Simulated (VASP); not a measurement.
A run of VASP 6.6.1 is set up as follows.

The input INCAR:

```
PREC = Accurate ; ENCUT = 520
EDIFF = 1E-7 ; ISMEAR = -1
SIGMA = 0.16 ; LREAL = Auto
LASPH = T ; NELM = 100
ALGO = Normal ; ISIF = 2
LWAVE = F ; LCHARG = F
NBANDS = 56
```

Contents of KPOINTS:

```
Automatic mesh
0
Gamma
  2 2 2
```

The input POSCAR:

```
Rb2AlTlH6
1.0
    8.9671390000      4.4835690000      4.4835690000
    4.4835690000      8.9671390000      4.4835690000
    4.4835690000      4.4835690000      8.9671390000
Rb Al Tl H
4 2 2 12
Direct
    0.2224399504      0.0738529985      0.0577497593
    0.4214053254      0.3686125732      0.3095747975
    0.6519471030      0.6123804184      0.6265655432
    0.8551167161      0.8387458330      0.9248825500
    0.1430947183      0.2472304851      0.3533958845
    0.8754687833      0.7370522982      0.6780368262
   -0.0174860657     -0.0065572746      0.0252254343
    0.4611281580      0.5625651825      0.4773429154
    0.4205856504      0.1536108959      0.2446990244
    0.1455425915      0.9811490390      0.4612954402
    0.1754238753      0.5431442410      0.1798176954
    0.0274056625      0.1518823630      0.6449938790
    0.2935384977      0.4782127639      0.8359187884
    0.9290532790      0.4627730604      0.2491932568
    0.1115183547      0.7523023728      0.5353770209
    1.1518668283      0.4071923836      0.6627030593
    0.6765535827     -0.0041093712      0.7139791163
    0.7794793732      0.5736166343     -0.0206196551
    0.8382885830      0.8555739159      0.4742706241
    0.3244290867      0.8174513881      0.9386048439
```

Potentials or basis: VASP PAW LDA potentials, release 64 (Rb_sv, Al, Tl_d, H).

The run is started by

```console
$ cat potpaw_LDA.64/Rb_sv/POTCAR potpaw_LDA.64/Al/POTCAR potpaw_LDA.64/Tl_d/POTCAR potpaw_LDA.64/H/POTCAR > POTCAR
$ mpirun -np 1 vasp_std > vasp.out
```

(1) Predict the pressure.

(2) Estimate the largest force.

(3) What does it give for the band gap on the k mesh?

Answers

(1) -0.9 GPa.

(2) 1.776 eV/Å.

(3) 1.33 eV (least direct gap 1.66 eV).

Caveat: the k points lie up to 0.58 Å⁻¹ apart; the atoms stand as in a frame of molecular dynamics; spin-orbit coupling is left out, which moves the levels of the heavy elements; forces of over 1 eV/Å act on the atoms, so gaps and moduli don't describe the material at rest.
